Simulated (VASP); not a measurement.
# ZrSi2 (Cmcm) in VASP: single point with PBEsol

Aim: the single point of ZrSi2 with PBEsol.

Program: VASP 6.6.1. These are calculated values, not measurements. Logs are shortened: lines on timing, memory, paths and dates and some standing lists are left out, and cuts for length are marked.

## Step 1: The cell of the first run

The structure is orthorhombic, space group Cmcm (No. 63). The conventional cell has a = 3.674 Å, b = 14.566 Å, c = 3.657 Å, α = 90.00°, β = 90.00°, γ = 90.00°. Within 3.7 Å of Zr (site symmetry m2m) lie 10 Si at 2.70 to 2.95 Å and 6 Zr at 3.56 to 3.67 Å. Within 3.2 Å of Si (site symmetry m2m) lie 2 Si at 2.41 Å and 6 Zr at 2.70 to 2.95 Å. Within 3.4 Å of Si (site symmetry m2m) lie 8 Si at 2.59 to 3.40 Å and 4 Zr at 2.80 Å.

## Step 2: Single point, PBEsol

INCAR

```
ALGO = Fast
EDIFF = 1E-7
ENCUT = 520
GGA = PS
ISIF = 2
ISMEAR = 0
LASPH = True
LCHARG = False
LREAL = False
LWAVE = False
NBANDS = 29
NELM = 100
PREC = Accurate
SIGMA = 0.1
```

KPOINTS

```
k-points
0
Gamma
  10 10 10
```

POSCAR

```
ZrSi2
1.0
    1.8371292757     -7.2829450193      0.0000000000
    1.8371292757      7.2829450193      0.0000000000
    0.0000000000      0.0000000000      3.6567655758
Zr Si
2 4
Direct
    0.8952826021      0.1047173979      0.7500000000
    0.1047173979      0.8952826021      0.2500000000
    0.5539585033      0.4460414967      0.7500000000
    0.4460414967      0.5539585033      0.2500000000
    0.2502317899      0.7497682101      0.7500000000
    0.7497682101      0.2502317899      0.2500000000
```

Potentials or basis: VASP PAW PBE potentials, release 64 (Zr_sv, Si).

The run is started by

```
cat potpaw_PBE.64/Zr_sv/POTCAR potpaw_PBE.64/Si/POTCAR > POTCAR
mpirun -np 1 vasp_std > vasp.out
```

OUTCAR:

```text
EDIFF = 1E-7
   ENCUT = 520
   GGA = PS
   ISIF = 2
   ISMEAR = 0
   LASPH = True
   LREAL = False
   NELM = 100
   PREC = Accurate

 ion  position               nearest neighbor table
   1  0.895  0.105  0.750-   4 2.70   4 2.70   4 2.70   4 2.70   6 2.80   6 2.80   5 2.80   5 2.80
                             3 2.95   3 2.95   2 3.56   2 3.56
   2  0.105  0.895  0.250-   3 2.70   3 2.70   3 2.70   3 2.70   5 2.80   5 2.80   6 2.80   6 2.80
                             4 2.95   4 2.95   1 3.56   1 3.56
   3  0.554  0.446  0.750-   4 2.41   4 2.41   2 2.70   2 2.70   2 2.70   2 2.70   1 2.95   1 2.95

   4  0.446  0.554  0.250-   3 2.41   3 2.41   1 2.70   1 2.70   1 2.70   1 2.70   2 2.95   2 2.95

   5  0.250  0.750  0.750-   6 2.59   6 2.59   6 2.59   6 2.59   2 2.80   2 2.80   1 2.80   1 2.80

   6  0.750  0.250  0.250-   5 2.59   5 2.59   5 2.59   5 2.59   1 2.80   1 2.80   2 2.80   2 2.80

  LATTYP: Found a base centered orthorhombic cell.
 ALAT       =     3.6742585514
 B/A-ratio  =     3.9643073112
 C/A-ratio  =     0.9952390461

  Lattice vectors:

 A1 = (   1.8371292757,  -7.2829450193,   0.0000000000)
 A2 = (   1.8371292757,   7.2829450193,   0.0000000000)
 A3 = (   0.0000000000,   0.0000000000,   3.6567655758)

Analysis of symmetry for initial positions (statically):
=====================================================================
 Subroutine PRICEL returns:
 Original cell was already a primitive cell.

 Routine SETGRP: Setting up the symmetry group for a
 base centered orthorhombic supercell.

 Subroutine GETGRP returns: Found  8 space group operations
 (whereof  4 operations were pure point group operations)
 out of a pool of  8 trial point group operations.

The static configuration has the point symmetry C_2h.
 The point group associated with its full space group is D_2h.

Analysis of symmetry for dynamics (positions and initial velocities):
=====================================================================
 Subroutine PRICEL returns:
 Original cell was already a primitive cell.

 Routine SETGRP: Setting up the symmetry group for a
 base centered orthorhombic supercell.

 Subroutine GETGRP returns: Found  8 space group operations
 (whereof  4 operations were pure point group operations)
 out of a pool of  8 trial point group operations.

The dynamic configuration has the point symmetry C_2h.
 The point group associated with its full space group is D_2h.

 Subroutine INISYM returns: Found  8 space group operations
 (whereof  4 operations are pure point group operations),
 and found     1 'primitive' translations

----------------------------------------------------------------------------------------

                                     Primitive cell

  volume of cell :      97.8529

  direct lattice vectors                    reciprocal lattice vectors
     1.837129276 -7.282945019  0.000000000     0.272163754 -0.068653546  0.000000000
     1.837129276  7.282945019  0.000000000     0.272163754  0.068653546  0.000000000
     0.000000000  0.000000000  3.656765576     0.000000000  0.000000000  0.273465712

  length of vectors
     7.511080623  7.511080623  3.656765576     0.280689184  0.280689184  0.273465712

  position of ions in fractional coordinates (direct lattice)
     0.895282602  0.104717398  0.750000000
     0.104717398  0.895282602  0.250000000
     0.553958503  0.446041497  0.750000000
     0.446041497  0.553958503  0.250000000
     0.250231790  0.749768210  0.750000000
     0.749768210  0.250231790  0.250000000

  ion indices of the primitive-cell ions
   primitive index   ion index
                 1           1
                 2           2
                 3           3
                 4           4
                 5           5
                 6           6

----------------------------------------------------------------------------------------

 KPOINTS: k-points

Automatic generation of k-mesh.
 Grid dimensions read from file:
 generate k-points for:   10   10   10

 Generating k-lattice:

  Cartesian coordinates                     Fractional coordinates (reciprocal lattice)
     0.027216375 -0.006865355  0.000000000     0.100000000 -0.000000000  0.000000000
     0.027216375  0.006865355  0.000000000    -0.000000000  0.100000000  0.000000000
     0.000000000  0.000000000  0.027346571     0.000000000  0.000000000  0.100000000

  Length of vectors
     0.028068918  0.028068918  0.027346571

  Shift w.r.t. Gamma in fractional coordinates (k-lattice)
     0.000000000  0.000000000  0.000000000

 Subroutine IBZKPT returns following result:
 ===========================================

 Found    186 irreducible k-points:

 Following reciprocal coordinates:
            Coordinates               Weight
  0.000000  0.000000  0.000000      1.000000
  0.100000 -0.000000  0.000000      4.000000
  0.200000 -0.000000  0.000000      4.000000
  0.300000  0.000000  0.000000      4.000000
  0.400000  0.000000  0.000000      4.000000
  0.500000 -0.000000  0.000000      2.000000
[... 16 lines left out ...]
  0.300000  0.300000  0.000000      2.000000
  0.400000  0.300000  0.000000      4.000000
 [... further k-points ...]
   k-points           NKPTS =    186   k-points in BZ     NKDIM =    186   number of bands    NBANDS=     29
   number of dos      NEDOS =    301   number of ions     NIONS =      6
   total plane-waves  NPLWV =  87808
   dimension x,y,z NGX =    56 NGY =   56 NGZ =   28
   dimension x,y,z NGXF=   112 NGYF=  112 NGZF=   56
   ions per type =               2   4
   NGX,Y,Z   is equivalent  to a cutoff of  12.39, 12.39, 12.73 a.u.
   NGXF,Y,Z  is equivalent  to a cutoff of  24.79, 24.79, 25.46 a.u.
 SYSTEM =  unknown system
   PREC   = accura    normal or accurate (medium, high low for compatibility)
   ISTART =      0    job   : 0-new  1-cont  2-samecut
   ICHARG =      2    charge: 1-file 2-atom 10-const
   ISPIN  =      1    spin polarized calculation?
   LNONCOLLINEAR =      F non collinear calculations
   LSORBIT =      F    spin-orbit coupling
   LASPH  =      T    aspherical Exc in radial PAW
   ENCUT  =  520.0 eV  38.22 Ry    6.18 a.u.  13.97 13.97  6.80*2*pi/ulx,y,z
   NELM   =    100;   NELMIN=  2; NELMDL= -5     # of ELM steps
   EDIFF  = 0.1E-06   stopping-criterion for ELM
   LREAL  =      F    real-space projection
   EDIFFG = 0.1E-05   stopping-criterion for IOM
   NSW    =      0    number of steps for IOM
   IBRION =     -1    ionic relax: 0-MD 1-quasi-New 2-CG
   NFREE  =      0    steps in history (QN), initial steepest desc. (CG)
   ISIF   =      2    stress and relaxation
   ISYM   =      2    0-nonsym 1-usesym 2-fastsym
   POTIM  = 0.5000    time-step for ionic-motion
   TEBEG  =    0.0;   TEEND  =   0.0 temperature during run
   PSTRESS=    0.0 pullay stress
   NELECT =      40.0000    total number of electrons
   NUPDOWN=      -1.0000    fix difference up-down
   EMIN   =  10.00;   EMAX   =-10.00  energy-range for DOS
   EFERMI =   0.00;   METHOD = LEGACY
   ISMEAR =     0;   SIGMA  =   0.10  broadening in eV -4-tet -1-fermi 0-gaus
   EFERMI_NEDOS =   21; number of points for ismear=-14 and -15
   IALGO  =     68    algorithm
   IMIX   =      4    mixing-type and parameters
     AMIX     =   0.40;   BMIX     =  1.00
     AMIX_MAG =   1.60;   BMIX_MAG =  1.00
  volume/ion in A,a.u.               =      16.31       110.06
  Fermi-wavevector in a.u.,A,eV,Ry     =   1.214983  2.295985 20.084699  1.476184
  Thomas-Fermi vector in A             =   2.350385
   LORBIT       =      0    0 simple, 1 ext, 2 COOP (PROOUT), +10 PAW based schemes
   GGA     = PS    functional components
   LHFCALC =     F    Hartree Fock is set to
   AEXX    =    0.0000 exact exchange contribution
   IVDW    =     0    specifies the selected vdW correction
   LEPSILON=     F    determine dielectric tensor
   LRPA    =     F    only Hartree local field effects (RPA)
 non-spin polarized calculation
 RMM-DIIS sequential band-by-band and
 Gauss-broadening in eV      SIGMA  =   0.10
  energy-cutoff  :      520.00
  volume of cell :       97.85
 maximum number of plane-waves:      2660
   NGX = 27   NGY = 27   NGZ = 13

 number of electron      39.9999998 magnetization

 Free energy of the ion-electron system (eV)
  ---------------------------------------------------
  ext. energy  EPLUGINS =         0.00000000
  ---------------------------------------------------
  free energy    TOTEN  =       -45.71186133 eV

  energy without entropy =      -45.70549100  energy(sigma->0) =      -45.70867616

 E-fermi :  10.2562     XC(G=0): -11.4737

 val. band max:       10.2482157223   @ k =  -0.1000   0.1000   0.0000
 cond. band min:      10.2590215251   @ k =   0.2000  -0.0000   0.0000
 fundamental gap:      0.0108058028
 Fermi energy:        10.2562071685

 k-point     1 :       0.0000    0.0000    0.0000
  band No.  band energies     occupation
      1     -38.3044      2.00000
      2     -38.2889      2.00000
      3     -16.6058      2.00000
      4     -16.4452      2.00000
      5     -16.4185      2.00000
      6     -16.4119      2.00000
[... 21 lines left out ...]
     28      13.1399      0.00000
     29      14.4497      0.00000

 k-point     2 :       0.1000   -0.0000    0.0000
  band No.  band energies     occupation
      1     -38.3033      2.00000
      2     -38.2880      2.00000
      3     -16.6017      2.00000
      4     -16.4659      2.00000
      5     -16.4369      2.00000
      6     -16.4107      2.00000
[... 21 lines left out ...]
     28      13.6677      0.00000
     29      13.9772      0.00000

 k-point     3 :       0.2000   -0.0000    0.0000
  band No.  band energies     occupation
      1     -38.3006      2.00000
      2     -38.2854      2.00000
      3     -16.5911      2.00000
      4     -16.5193      2.00000
      5     -16.4847      2.00000
      6     -16.4076      2.00000
[... 21 lines left out ...]
     28      13.7131      0.00000
     29      14.2727      0.00000

 k-point     4 :       0.3000    0.0000    0.0000
  band No.  band energies     occupation
      1     -38.2972      2.00000
      2     -38.2823      2.00000
      3     -16.5889      2.00000
      4     -16.5734      2.00000
      5     -16.5429      2.00000
      6     -16.4038      2.00000
[... 21 lines left out ...]
     28      13.7959      0.00000
     29      14.8799      0.00000

 k-point     5 :       0.4000    0.0000    0.0000
  band No.  band energies     occupation
      1     -38.2945      2.00000
      2     -38.2798      2.00000
      3     -16.6381      2.00000
      4     -16.5905      2.00000
      5     -16.5644      2.00000
      6     -16.4008      2.00000
[... 21 lines left out ...]
     28      13.7571      0.00000
     29      14.2945      0.00000
[... 510 lines left out ...]
     28      13.6069      0.00000
     29      14.2204      0.00000

 k-point    22 :      -0.2000    0.2000    0.0000
  band No.  band energies     occupation
      1     -38.3042      2.00000
      2     -38.2891      2.00000
      3     -16.5996      2.00000
      4     -16.4457      2.00000
      5     -16.4185      2.00000
      6     -16.4179      2.00000
[... 21 lines left out ...]
     28      13.2060      0.00000
     29      14.6170      0.00000

 k-point    23 :       0.3000    0.3000    0.0000
  band No.  band energies     occupation
      1     -38.2944      2.00000
      2     -38.2799      2.00000
      3     -16.6392      2.00000
      4     -16.5898      2.00000
      5     -16.5601      2.00000
      6     -16.4049      2.00000
[... 21 lines left out ...]
     28      13.8075      0.00000
     29      14.2190      0.00000

 k-point    24 :       0.4000    0.3000    0.0000
  band No.  band energies     occupation
      1     -38.2970      2.00000
      2     -38.2825      2.00000
      3     -16.5920      2.00000
      4     -16.5618      2.00000
      5     -16.5426      2.00000
      6     -16.4130      2.00000
[... 21 lines left out ...]
     28      14.2038      0.00000
     29      14.4119      0.00000

 [... further k-points ...]
[... 5 lines left out ...]
  --------------------------------------------------------------------------------------
  -------------------------------------------------------------------------------------
  Total        0.1159022      0.0922548      0.1153659      0.0000000     -0.0000000      0.0000000
  in kB        1.8977034      1.5105174      1.8889222      0.0000000     -0.0000000      0.0000000
  external PRESSURE =       1.7657143 kB  Pullay stress =       0.0000000 kB

 VOLUME and BASIS-vectors are now :
 -----------------------------------------------------------------------------
  energy-cutoff  :      520.00
  volume of cell :       97.85
      direct lattice vectors                 reciprocal lattice vectors
     1.837129276 -7.282945019  0.000000000     0.272163754 -0.068653546  0.000000000
     1.837129276  7.282945019  0.000000000     0.272163754  0.068653546  0.000000000
     0.000000000  0.000000000  3.656765576     0.000000000  0.000000000  0.273465712

 POSITION                                       TOTAL-FORCE (eV/Angst)
 -----------------------------------------------------------------------------------
      1.83713     -5.75764      2.74257         0.000000      0.000281     -0.000000
      1.83713      5.75764      0.91419         0.000000     -0.000281      0.000000
      1.83713     -0.78595      2.74257         0.000000      0.002658      0.000000
      1.83713      0.78595      0.91419         0.000000     -0.002658      0.000000
      1.83713      3.63810      2.74257         0.000000     -0.000330      0.000000
      1.83713     -3.63810      0.91419         0.000000      0.000330      0.000000
 -----------------------------------------------------------------------------------
    total drift:                                0.000000      0.000000      0.000000

  FREE ENERGIE OF THE ION-ELECTRON SYSTEM (eV)
  ---------------------------------------------------
  free  energy   TOTEN  =       -45.7118613305 eV

  energy  without entropy=      -45.7054909954  energy(sigma->0) =      -45.70867616
```

Wall time 19 min (1 thread of Intel Xeon 6975P-C (Granite Rapids), shared host); peak memory 0.58 GiB.

What came out:

```
Free energy            : -45.7119 eV
Pressure               : 0.2 GPa
Band gap on the k mesh : zero (bands 20 and 21 overlap by 1.00 eV)
```

Forces on the atoms (eV/Å):
```
Zr   0.000  0.000  0.000
Zr   0.000  0.000  0.000
Si   0.000  0.003  0.000
Si   0.000 -0.003  0.000
Si   0.000  0.000  0.000
Si   0.000  0.000  0.000
```

Levels at points of the mesh, in eV from the Fermi level:
| k point | band 16 | band 17 | band 18 | band 19 | band 20 | band 21 | band 22 | band 23 | band 24 | band 25 |
| --- | --- | --- | --- | --- | --- | --- | --- | --- | --- | --- |
| (0.00, 0.00, 0.00) | -2.48 | -2.40 | -2.39 | -2.33 | 0.02 | 1.09 | 1.36 | 1.47 | 1.61 | 2.12 |
| (0.50, 0.00, 0.00) | -2.62 | -1.77 | -1.58 | -0.89 | -0.49 | -0.46 | 0.97 | 0.99 | 2.11 | 2.36 |
| (0.50, 0.50, 0.00) | -2.76 | -2.70 | -1.87 | -1.48 | 0.42 | 1.00 | 1.16 | 1.46 | 1.74 | 2.25 |
| (0.00, 0.00, 0.50) | -2.50 | -1.96 | -1.96 | -0.06 | -0.06 | 0.21 | 0.21 | 1.61 | 1.61 | 2.36 |
| (0.50, 0.00, 0.50) | -3.81 | -3.22 | -3.22 | -2.19 | -2.19 | 2.23 | 2.23 | 3.16 | 3.16 | 3.31 |
| (0.50, 0.50, 0.50) | -3.00 | -2.26 | -2.26 | -0.93 | -0.93 | 0.11 | 0.11 | 2.33 | 2.33 | 3.09 |

Caveat: the PAW data sets were made with another functional, which shifts forces and pressure a little.
